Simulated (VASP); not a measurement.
# Pt (Fm-3m) in VASP: further runs

Pt is run at these levels: r2SCAN; tasks: relaxation of cell and atoms.

Program: VASP 6.6.1. These are calculated values, not measurements. Logs are shortened: lines on timing, memory, paths and dates and some standing lists are left out, and cuts for length are marked.

## Step 1: The cell of the first run

Symmetry: Fm-3m, No. 225, cubic system. Conventional cell: a = 3.940 Å, b = 3.940 Å, c = 3.940 Å, α = 90.00°, β = 90.00°, γ = 90.00°. Within 3.7 Å of Pt (site symmetry m-3m) lie 12 Pt at 2.79 Å.

## Step 2: Relaxation of cell and atoms, r2SCAN, target pressure 1 GPa, at which the enthalpy is minimised

File POSCAR:

```
Pt
1.0
    0.0000000000      1.9701316837      1.9701316837
    1.9701316837      0.0000000000      1.9701316837
    1.9701316837      1.9701316837      0.0000000000
Pt
1
Direct
    0.0000000000      0.0000000000      0.0000000000
```

File INCAR.step1:

```
PREC = Accurate
ENCUT = 600
ISMEAR = -1
SIGMA = 0.05
LREAL = False
LASPH = True
NELM = 100
GGA = PE
ALGO = Normal
EDIFF = 1E-4
LWAVE = True
LCHARG = False
```

File INCAR.step2:

```
PREC = Accurate
ENCUT = 600
EDIFF = 1E-6
ISMEAR = -1
SIGMA = 0.05
LREAL = False
LASPH = True
NELM = 100
ALGO = Normal
ISIF = 3
LWAVE = False
LCHARG = False
METAGGA = R2SCAN
LMIXTAU = True
IBRION = 2
NSW = 100
EDIFFG = -0.002
PSTRESS = 10.0
ISTART = 1
```

File KPOINTS:

```
regular mesh
0
Gamma
  24 24 24
```

Potentials or basis: VASP PAW PBE potentials, release 64 (Pt).

Command:

```bash
> cat potpaw_PBE.64/Pt/POTCAR > POTCAR
> cp INCAR.step1 INCAR
> mpirun -np 1 vasp_std > vasp.out
> cp INCAR.step2 INCAR
> mpirun -np 1 vasp_std > vasp.out
```

OUTCAR:

```text
PREC = Accurate
   ENCUT = 600
   EDIFF = 1E-6
   ISMEAR = -1
   LREAL = False
   LASPH = True
   NELM = 100
   ISIF = 3
   METAGGA = R2SCAN
   IBRION = 2
   NSW = 100
   EDIFFG = -0.002
   PSTRESS = 10.0
   ISTART = 1

 ion  position               nearest neighbor table
   1  0.000  0.000  0.000-

  LATTYP: Found a face centered cubic cell.
 ALAT       =     3.9402633674

  Lattice vectors:

 A1 = (   0.0000000000,   1.9701316837,   1.9701316837)
 A2 = (   1.9701316837,   0.0000000000,   1.9701316837)
 A3 = (   1.9701316837,   1.9701316837,   0.0000000000)

Analysis of symmetry for initial positions (statically):
=====================================================================
 Subroutine PRICEL returns:
 Original cell was already a primitive cell.

 Routine SETGRP: Setting up the symmetry group for a
 face centered cubic supercell.

 Subroutine GETGRP returns: Found 48 space group operations
 (whereof 48 operations were pure point group operations)
 out of a pool of 48 trial point group operations.

The static configuration has the point symmetry O_h .

Analysis of symmetry for dynamics (positions and initial velocities):
=====================================================================
 Subroutine PRICEL returns:
 Original cell was already a primitive cell.

 Routine SETGRP: Setting up the symmetry group for a
 face centered cubic supercell.

 Subroutine GETGRP returns: Found 48 space group operations
 (whereof 48 operations were pure point group operations)
 out of a pool of 48 trial point group operations.

The dynamic configuration has the point symmetry O_h .

 Subroutine INISYM returns: Found 48 space group operations
 (whereof 48 operations are pure point group operations),
 and found     1 'primitive' translations

----------------------------------------------------------------------------------------

                                     Primitive cell

  volume of cell :      15.2938

  direct lattice vectors                    reciprocal lattice vectors
     0.000000000  1.970131684  1.970131684    -0.253790142  0.253790142  0.253790142
     1.970131684  0.000000000  1.970131684     0.253790142 -0.253790142  0.253790142
     1.970131684  1.970131684  0.000000000     0.253790142  0.253790142 -0.253790142

  length of vectors
     2.786186947  2.786186947  2.786186947     0.439577421  0.439577421  0.439577421

  position of ions in fractional coordinates (direct lattice)
     0.000000000  0.000000000  0.000000000

  ion indices of the primitive-cell ions
   primitive index   ion index
                 1           1

----------------------------------------------------------------------------------------

 KPOINTS: regular mesh

Automatic generation of k-mesh.
 Grid dimensions read from file:
 generate k-points for:   24   24   24

 Generating k-lattice:

  Cartesian coordinates                     Fractional coordinates (reciprocal lattice)
    -0.010574589  0.010574589  0.010574589     0.041666667  0.000000000  0.000000000
     0.010574589 -0.010574589  0.010574589     0.000000000  0.041666667  0.000000000
     0.010574589  0.010574589 -0.010574589     0.000000000  0.000000000  0.041666667

  Length of vectors
     0.018315726  0.018315726  0.018315726

  Shift w.r.t. Gamma in fractional coordinates (k-lattice)
     0.000000000  0.000000000  0.000000000

 Subroutine IBZKPT returns following result:
 ===========================================

 Found    413 irreducible k-points:

 Following reciprocal coordinates:
            Coordinates               Weight
  0.000000  0.000000  0.000000      1.000000
  0.041667  0.000000  0.000000      8.000000
  0.083333  0.000000  0.000000      8.000000
  0.125000  0.000000  0.000000      8.000000
  0.166667  0.000000  0.000000      8.000000
  0.208333  0.000000  0.000000      8.000000
[... 16 lines left out ...]
  0.416667  0.041667  0.000000     24.000000
  0.458333  0.041667  0.000000     24.000000
 [... further k-points ...]
   k-points           NKPTS =    413   k-points in BZ     NKDIM =    413   number of bands    NBANDS=      9
   number of dos      NEDOS =    301   number of ions     NIONS =      1
   total plane-waves  NPLWV =  13824
   dimension x,y,z NGX =    24 NGY =   24 NGZ =   24
   dimension x,y,z NGXF=    48 NGYF=   48 NGZF=   48
   ions per type =               1
   NGX,Y,Z   is equivalent  to a cutoff of  14.32, 14.32, 14.32 a.u.
   NGXF,Y,Z  is equivalent  to a cutoff of  28.64, 28.64, 28.64 a.u.
 SYSTEM =  unknown system
   PREC   = accura    normal or accurate (medium, high low for compatibility)
   ISTART =      1    job   : 0-new  1-cont  2-samecut
   ICHARG =      0    charge: 1-file 2-atom 10-const
   ISPIN  =      1    spin polarized calculation?
   LNONCOLLINEAR =      F non collinear calculations
   LSORBIT =      F    spin-orbit coupling
   LASPH  =      T    aspherical Exc in radial PAW
   ENCUT  =  600.0 eV  44.10 Ry    6.64 a.u.   5.56  5.56  5.56*2*pi/ulx,y,z
   NELM   =    100;   NELMIN=  2; NELMDL=  0     # of ELM steps
   EDIFF  = 0.1E-05   stopping-criterion for ELM
   LREAL  =      F    real-space projection
   EDIFFG = -.2E-02   stopping-criterion for IOM
   NSW    =    100    number of steps for IOM
   IBRION =      2    ionic relax: 0-MD 1-quasi-New 2-CG
   NFREE  =      1    steps in history (QN), initial steepest desc. (CG)
   ISIF   =      3    stress and relaxation
   ISYM   =      2    0-nonsym 1-usesym 2-fastsym
   POTIM  = 0.5000    time-step for ionic-motion
   TEBEG  =    0.0;   TEEND  =   0.0 temperature during run
   PSTRESS=   10.0 pullay stress
   NELECT =      10.0000    total number of electrons
   NUPDOWN=      -1.0000    fix difference up-down
   EMIN   =  10.00;   EMAX   =-10.00  energy-range for DOS
   EFERMI =   0.00;   METHOD = LEGACY
   ISMEAR =    -1;   SIGMA  =   0.05  broadening in eV -4-tet -1-fermi 0-gaus
   EFERMI_NEDOS =   21; number of points for ismear=-14 and -15
   IALGO  =     38    algorithm
   IMIX   =      4    mixing-type and parameters
     AMIX     =   0.40;   BMIX     =  1.00
     AMIX_MAG =   1.60;   BMIX_MAG =  1.00
  volume/ion in A,a.u.               =      15.29       103.21
  Fermi-wavevector in a.u.,A,eV,Ry     =   1.420920  2.685149 27.470342  2.019013
  Thomas-Fermi vector in A             =   2.541784
   LORBIT       =      0    0 simple, 1 ext, 2 COOP (PROOUT), +10 PAW based schemes
   METAGGA = R2SCAN    functional components
   LHFCALC =     F    Hartree Fock is set to
   AEXX    =    0.0000 exact exchange contribution
   IVDW    =     0    specifies the selected vdW correction
   LEPSILON=     F    determine dielectric tensor
   LRPA    =     F    only Hartree local field effects (RPA)
 conjugate gradient relaxation of ions
 non-spin polarized calculation
  energy-cutoff  :      600.00
  volume of cell :       15.29
 maximum number of plane-waves:       532
   NGX = 11   NGY = 11   NGZ = 11

--------------------------------------- Ionic step        1  -------------------------------------------

 number of electron      10.0000001 magnetization

 Free energy of the ion-electron system (eV)
  ---------------------------------------------------
  ext. energy  EPLUGINS =         0.00000000
  ---------------------------------------------------
  free energy    TOTEN  =       -51.50720674 eV

  energy without entropy =      -51.49135166  energy(sigma->0) =      -51.49927920

------------------------ aborting loop because EDIFF is reached ----------------------------------------

  FORCE on cell =-STRESS in cart. coord.  units (eV):
  Direction    XX          YY          ZZ          XY          YZ          ZX
  --------------------------------------------------------------------------------------
  -------------------------------------------------------------------------------------
  Total        0.0734619      0.0734619      0.0734619     -0.0000000      0.0000000      0.0000000
  in kB        7.6958565      7.6958565      7.6958565     -0.0000000      0.0000000      0.0000000
  external PRESSURE =      -2.3041435 kB  Pullay stress =      10.0000000 kB
[... 244 lines left out ...]
  enthalpy is  TOTEN    =       -51.4117620796 eV   P V=        0.0953755051

--------------------------------------- Ionic step        8  -------------------------------------------

 number of electron      10.0000000 magnetization

 Free energy of the ion-electron system (eV)
  ---------------------------------------------------
  ext. energy  EPLUGINS =         0.00000000
  ---------------------------------------------------
  free energy    TOTEN  =       -51.50713546 eV

  energy without entropy =      -51.49130106  energy(sigma->0) =      -51.49921826

 E-fermi :  10.7505     XC(G=0): -14.5426

 val. band max:       10.7453386670   @ k =   0.4167   0.2083   0.0000
 cond. band min:      10.7540095785   @ k =   0.5000   0.1667   0.0417
 fundamental gap:      0.0086709115
 Fermi energy:        10.7505198317

 k-point     1 :       0.0000    0.0000    0.0000
  band No.  band energies     occupation
      1       0.4202      2.00000
      2       6.9296      2.00000
      3       6.9296      2.00000
      4       6.9296      2.00000
      5       9.0469      2.00000
      6       9.0469      2.00000
      7      26.2825      0.00000
      8      31.3774      0.00000
      9      31.3774      0.00000
[... 265 lines left out ...]
 k-point    24 :       0.4583    0.0417    0.0000
  band No.  band energies     occupation
      1       3.3893      2.00000
      2       6.8152      2.00000
      3       6.9229      2.00000
      4       9.4361      2.00000
      5      10.7441      1.06432
      6      11.0984      0.00190
      7      17.6104      0.00000
      8      26.1609      0.00000
      9      30.6207      0.00000

 [... further k-points ...]

------------------------ aborting loop because EDIFF is reached ----------------------------------------

  FORCE on cell =-STRESS in cart. coord.  units (eV):
  Direction    XX          YY          ZZ          XY          YZ          ZX
  --------------------------------------------------------------------------------------
  -------------------------------------------------------------------------------------
  Total        0.0941977      0.0941977      0.0941977      0.0000000      0.0000000      0.0000000
  in kB        9.8767361      9.8767361      9.8767361      0.0000000      0.0000000      0.0000000
  external PRESSURE =      -0.1232639 kB  Pullay stress =      10.0000000 kB
[... 16 lines left out ...]
  FREE ENERGIE OF THE ION-ELECTRON SYSTEM (eV)
  ---------------------------------------------------
  free  energy   TOTEN  =       -51.5071354558 eV

  energy  without entropy=      -51.4913010563  energy(sigma->0) =      -51.49921826

  enthalpy is  TOTEN    =       -51.4117621841 eV   P V=        0.0953732717

 reached required accuracy - stopping structural energy minimisation
```

It took 8.8 min on 1 thread of Intel Xeon Platinum 8259CL at 2.50GHz (Skylake/Cascade Lake), shared host; peak memory 0.21 GiB.

What came out:

- Free energy: -51.5071 eV
- Relaxed volume: 15.28 Å³/atom
- Relaxed cell: a = 2.785 Å, b = 2.785 Å, c = 2.785 Å, α = 60.00°, β = 60.00°, γ = 60.00°
- Space group after relaxing (to 0.05 Å): Fm-3m (No. 225)
- Energy change on relaxing (the enthalpy is what falls): +0.1 meV/atom
- Ionic steps: 8
- Pressure after relaxing: 1.0 GPa
- Band gap on the k mesh: zero (band 5 reaches 11.28 eV, above the bottom of band 6 at 8.95 eV)

Final structure:
```yaml
crystal:
  lattice:
    - [0.00000, 1.96956, 1.96956]
    - [1.96956, 0.00000, 1.96956]
    - [1.96956, 1.96956, 0.00000]
  atoms:
    - { symbol: Pt, position: [0.00000, 0.00000, 0.00000] }
```

Caveat: the cell is relaxed towards a set pressure, so the enthalpy falls and the energy may rise; the PAW data sets were made with another functional, which shifts forces and pressure a little; spin-orbit coupling is left out, which moves the levels of the heavy elements.

(Part 1 of 2 ends here.)
